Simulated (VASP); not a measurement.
Write the native input for VASP 6.6.1 that does the following.

| Quantity | Value |
| --- | --- |
| Task | single point |
| Functional | LDA |
| Potentials or basis | VASP PAW LDA potentials, release 64 (Sn_d) |
| Cutoff | 520 eV |
| k mesh | 10 × 10 × 10 |
| Occupations | fermi-dirac, width 0.05 eV |
| Spin | no spin polarisation |
| Dipole correction | no |
| Further INCAR settings | ALGO = Normal; EDIFF = 1e-07; NBANDS = 13 |

The structure of Sn lies in POSCAR:

```
Sn
1.0
   -1.8690452773      1.8690452773      1.8690452773
    1.8690452773     -1.8690452773      1.8690452773
    1.8690452773      1.8690452773     -1.8690452773
Sn
1
Direct
    0.0000000000      0.0000000000      0.0000000000
```

The input as run:

INCAR

```
SYSTEM = Sn
  PREC = Accurate
  ENCUT = 520
  EDIFF = 1E-7
  ISMEAR = -1
  SIGMA = 0.05
  LREAL = .FALSE.
  LASPH = .TRUE.
  NELM = 80
  ALGO = Normal
  ISIF = 2
  LWAVE = .FALSE.
  LCHARG = .TRUE.
  LELF = .TRUE.
  LVHAR = .TRUE.
  NBANDS = 13
```

KPOINTS

```
regular mesh
0
G
  10 10 10
  0 0 0
```

Potentials or basis: VASP PAW LDA potentials, release 64 (Sn_d).

Launch:

```sh
$ cat potpaw_LDA.64/Sn_d/POTCAR > POTCAR
$ mpirun -np 1 vasp_std > vasp.out
```

It gave:

```json
{
 "Pressure": "-1.7 GPa",
 "Band gap on the k mesh": "zero (band 7 reaches 16.51 eV, above the bottom of band 8 at 5.93 eV)"
}
```

Caveat: spin-orbit coupling is left out, which moves the levels of the heavy elements.

Run time: 3.9 s on 1 thread of Intel(R) Xeon(R) 6975P-C (Granite Rapids), on a shared host, peak memory 0.13 GiB.
